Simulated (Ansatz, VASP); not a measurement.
## BaTiO3 in VASP and in Ansatz

```
CELL_PARAMETERS angstrom
4.34077 0.00000 0.00000
0.00000 4.34077 0.00000
0.00000 0.00000 4.18005
ATOMIC_POSITIONS crystal
Ba 0.00000 0.00000 0.00000
Ti 0.50000 0.50000 0.50000
O 0.50000 0.50000 0.00000
O 0.50000 0.00000 0.50000
O 0.00000 0.50000 0.50000
```

Change from the starting cell: strain +0.080 along x and y, +0.040 along z, atoms carried along.

Alike in both runs: task single point; functional PBE; k mesh 8 × 8 × 8; occupations gaussian, width 0.05 eV; no spin polarisation.

|  | VASP | Ansatz |
| --- | --- | --- |
| version | VASP 6.6.1 | Ansatz 0.2.0 |
| potentials or method | VASP PAW PBE potentials, release 64 (Ba_sv, Ti_sv, O), cutoff 520 eV | scalar-relativistic, plane waves, PAW |
| valence electrons in the cell | 40 | 40 |

VASP gave:

| Property | Result |
| --- | --- |
| gap on the k mesh at the Fermi level (eV) | 1.28 |
| least direct gap on the mesh (eV) | 1.55 |
| pressure (GPa) | -19.3 |
| traceless stress, the component that is largest in VASP (GPa) | 1.68 |

Q: Which values does Ansatz return?

A: gap on the k mesh at the Fermi level (eV): 1.32; least direct gap on the mesh (eV): 1.57; pressure (GPa): -20.1; traceless stress, the component that is largest in VASP (GPa): 1.59.

Spin-orbit coupling is off throughout.
